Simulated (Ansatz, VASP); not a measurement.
# AlP in VASP and in Ansatz

File INCAR:

```
SYSTEM = AlP
PREC = Accurate ; ENCUT = 500
EDIFF = 1E-7 ; ISMEAR = 0
SIGMA = 0.02 ; LREAL = .FALSE.
LASPH = .TRUE. ; NELM = 120
ALGO = Normal ; ISIF = 3
LWAVE = .FALSE. ; LCHARG = .FALSE.
GGA = PE ; IBRION = 2
NSW = 100 ; EDIFFG = -0.01
GGA_COMPAT = .FALSE. ; NELMIN = 4
```

The input KPOINTS:

```
Automatic mesh
0
G
  8 8 8
  0 0 0
```

The input POSCAR:

```
AlP
1.0
    0.0000000000      2.7255001100      2.7255001100
    2.7255001100      0.0000000000      2.7255001100
    2.7255001100      2.7255001100      0.0000000000
Al P
1 1
Direct
    0.0000000000      0.0000000000      0.0000000000
    0.2500000000      0.2500000000      0.2500000000
```

Input for Ansatz:

```yaml
crystal:
  lattice:
    - [0.0, 2.72550011, 2.72550011]
    - [2.72550011, 0.0, 2.72550011]
    - [2.72550011, 2.72550011, 0.0]
  atoms:
    - { symbol: Al, position: [0.0, 0.0, 0.0] }
    - { symbol: P, position: [0.25, 0.25, 0.25] }
basis:
  ecutwfc: 420
kpoints:
  mp_grid: { grid: [8, 8, 8] }
hamiltonian:
  xc: pbe
scf:
  occupations: { method: gaussian, width: 0.02 }
output:
  forces: true
  stress: true
  eigenvalues: true
relax:
  adjacent_minimum: "off"
  f_tol: 0.01
  max_steps: 80
  cell: { stress_tol: 0.05 }
```

Alike in both runs: task relaxation of cell and atoms; functional PBE; k mesh 8 × 8 × 8; occupations gaussian, width 0.02 eV; no spin polarisation.

|  | VASP | Ansatz |
| --- | --- | --- |
| version | VASP 6.6.1 | Ansatz 0.2.0 |
| potentials or method | VASP PAW PBE potentials, release 64 (Al, P), cutoff 500 eV | scalar-relativistic, plane waves, PAW |
| valence electrons in the cell | 8 | 8 |

VASP gave:

- gap on the k mesh at the Fermi level, each at its own relaxed structure (eV): 1.63
- relaxed volume (Å³/atom): 20.86
- relaxed cell length with the largest relative difference (Å): 3.893

Q: What did Ansatz give for the same quantities?

A: gap on the k mesh at the Fermi level, each at its own relaxed structure (eV): 1.63; relaxed volume (Å³/atom): 20.87; relaxed cell length with the largest relative difference (Å): 3.894.
